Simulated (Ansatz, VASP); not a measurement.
## Hf4Ta in VASP and in Ansatz

File INCAR:

```
SYSTEM = Hf4Ta
ALGO = Normal ; DIPOL = 0.5 0.5 0.500
EDIFF = 1E-7 ; ENCUT = 520
GGA = PE ; IDIPOL = 3
ISIF = 2 ; ISMEAR = -1
LASPH = .True. ; LCHARG = .False.
LDAU = .True. ; LDAUJ = 0 0
LDAUL = 2 -1 ; LDAUPRINT = 1
LDAUTYPE = 2 ; LDAUU = 6 0
LDIPOL = .True. ; LMAXMIX = 4
LREAL = .False. ; LWAVE = .False.
NBANDS = 34 ; NELM = 150
PREC = Accurate ; SIGMA = 0.1
```

File KPOINTS:

```
k-points
0
Gamma
  12 12 1
  0 0 0
```

The input POSCAR:

```
Hf4Ta
1.0
    3.2032284315      0.0000000000      0.0000000000
   -1.6016142158      2.7740771958      0.0000000000
    0.0000000000      0.0000000000     26.1459000000
Ta Hf
1 4
Direct
    0.0000000000      0.0000000000      0.3100409766
    0.3333333333      0.6666666667      0.4010673952
    0.0000000000      0.0000000000      0.4999999953
    0.3333333333      0.6666666667      0.5989326157
    0.0000000000      0.0000000000      0.6899590170
```

Input for Ansatz:

```yaml
crystal:
  lattice:
    - [3.2032284315, 0.0, 0.0]
    - [-1.6016142158, 2.7740771958, 0.0]
    - [0.0, 0.0, 26.1459]
  atoms:
    - { symbol: Ta, position: [0.0, 0.0, 0.3100409766] }
    - { symbol: Hf, position: [0.3333333333, 0.6666666667, 0.4010673952] }
    - { symbol: Hf, position: [0.0, 0.0, 0.4999999953] }
    - { symbol: Hf, position: [0.3333333333, 0.6666666667, 0.5989326157] }
    - { symbol: Hf, position: [0.0, 0.0, 0.689959017] }
kpoints:
  mp_grid: { grid: [12, 12, 1] }
scf:
  occupations: { method: fermi_dirac, width: 0.1 }
  mixing: { preconditioner: kerker_dos }
  n_extra_bands: 32
hamiltonian:
  xc: pbe
  pseudopotentials: { kind: all_electron, lapw: { basis_error: 0.001 } }
  hubbard: { sites: [{ species: Ta, l: d, u_eff: 6.0 }], double_counting: fll }
output:
  forces: true
  stress: true
  eigenvalues: true
efield:
  axis: 3
  amplitude: 0
  dipole_correction: true
```

Alike in both runs: task single point; functional PBE; k mesh 12 × 12 × 1; occupations fermi-dirac, width 0.1 eV; no spin polarisation; Hubbard terms Ta d U = 6.0 eV.

|  | VASP | Ansatz |
| --- | --- | --- |
| version | VASP 6.6.1 | Ansatz 0.2.0 |
| potentials or method | VASP PAW PBE potentials, release 64 (Ta_pv, Hf_pv), cutoff 520 eV | all-electron LAPW, scalar-relativistic |

|  | VASP | Ansatz | Ansatz less VASP |
| --- | --- | --- | --- |
| gap on the k mesh at the Fermi level (eV) | none | none | - |
| rms of the force components (eV/Å) | 0.052 | 0.052 | -0.0007 |

The programs project onto different local orbitals, so the same U acts differently, and such runs can settle in different states. Atom by atom the forces differ by 0.034 eV/Å (rms over components). A gap of «none» marks a metal or a gap that the smearing closes. Ansatz ran all-electron here, and VASP with PAW potentials. Ansatz's warnings: filled band counts differ across k points.

Spin-orbit coupling is off throughout.
